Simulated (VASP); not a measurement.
Wanted: the native input for a VASP 6.6.1 run.

| Quantity | Value |
| --- | --- |
| Task | single point |
| Functional | PBE |
| Potentials or basis | VASP PAW PBE potentials, release 64 (Ca_sv, H) |
| Cutoff | 520 eV |
| k mesh | 12 × 12 × 8 |
| Occupations | gaussian, width 0.1 eV |
| Spin | no spin polarisation |
| Dipole correction | no |
| Further INCAR settings | ALGO = Normal; EDIFF = 1e-06; NBANDS = 24 |

The structure of Ca3H2 lies in POSCAR:

```
Ca3H2
1.0
    6.0334469609      0.0000000000      0.0000000000
   -3.0167234805      5.2251183406      0.0000000000
    0.0000000000      0.0000000000      4.2952883745
Ca H
3 2
Direct
    0.0000000000      0.0000000000      0.0000000000
    0.3333333333      0.6666666667      0.5912126484
    0.6666666667      0.3333333333      0.4087873516
    0.3333333333      0.6666666667      0.0894755583
    0.6666666667      0.3333333333      0.9105244417
```

One way to write it, as run:

INCAR

```
SYSTEM = Ca3H2
PREC = Accurate ; ENCUT = 520
EDIFF = 1E-6 ; ISMEAR = 0
SIGMA = 0.1 ; LREAL = .FALSE.
LASPH = .TRUE. ; NELM = 80
ALGO = Normal ; ISIF = 2
LWAVE = .FALSE. ; LCHARG = .FALSE.
GGA = PE ; NBANDS = 24
```

KPOINTS

```
regular mesh
0
G
  12 12 8
  0 0 0
```

Potentials or basis: VASP PAW PBE potentials, release 64 (Ca_sv, H).

Command:

```sh
$ cat potpaw_PBE.64/Ca_sv/POTCAR potpaw_PBE.64/H/POTCAR > POTCAR
$ mpirun -np 1 vasp_std > vasp.out
```

It gave:

```json
{
 "Pressure": "0.0 GPa",
 "Band gap on the k mesh": "zero (bands 16 and 17 overlap by 0.88 eV)"
}
```

Wall time 3.5 min on 1 thread of Intel(R) Xeon(R) 6975P-C (Granite Rapids), on a shared host, peak memory 0.5 GiB.
